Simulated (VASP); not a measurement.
Set up this calculation in VASP 6.6.1, as the native input.

```yaml
Task: single point
Functional: PBEsol
Potentials_or_basis: VASP PAW PBE potentials, release 64 (Zn, F)
Cutoff: 600 eV
k_mesh: 6 × 6 × 9
Occupations: fermi-dirac, width 0.05 eV
Spin: no spin polarisation
Dipole_correction: no
Further_INCAR_settings: ALGO = Normal; EDIFF = 1e-06; NBANDS = 35
```

The structure of ZnF2 lies in POSCAR:

```
ZnF2
1.0
    4.6412138269      0.0000000000      0.0000000000
    0.0000000000      4.6412138269      0.0000000000
    0.0000000000      0.0000000000      3.0914461594
Zn F
2 4
Direct
    0.5000000000      0.5000000000      0.5000000000
    0.0000000000      0.0000000000      0.0000000000
    0.8024000000      0.1976000000      0.5000000000
    0.6976000000      0.6976000000      0.0000000000
    0.1976000000      0.8024000000      0.5000000000
    0.3024000000      0.3024000000      0.0000000000
```

These files were run (other wordings do the same):

INCAR

```
  PREC = Accurate
  ENCUT = 600
  EDIFF = 1E-6
  ISMEAR = -1
  SIGMA = 0.05
  LREAL = F
  LASPH = T
  NELM = 120
  ALGO = Normal
  ISIF = 2
  LWAVE = F
  LCHARG = T
  GGA = PS
  LELF = T
  LVHAR = T
  NBANDS = 35
  GGA_COMPAT = F
```

KPOINTS

```
Automatic mesh
0
Gamma
  6 6 9
```

Potentials or basis: VASP PAW PBE potentials, release 64 (Zn, F).

Run with:

```console
$ cat potpaw_PBE.64/Zn/POTCAR potpaw_PBE.64/F/POTCAR > POTCAR
$ mpirun -np 1 vasp_std > vasp.out
```

It gave:

The pressure is 6.3 GPa, the largest force is 0.003 eV/Å and the band gap on the k mesh is 3.39 eV.

Caveat: the cell stands under pressure; the PAW data sets were made with another functional, which shifts forces and pressure a little; an odd mesh through Γ misses points on the zone boundary, where band edges can lie.

It took 62 s on 1 thread of Intel(R) Xeon(R) 6975P-C (Granite Rapids), with other jobs on the host, peak memory 0.25 GiB.
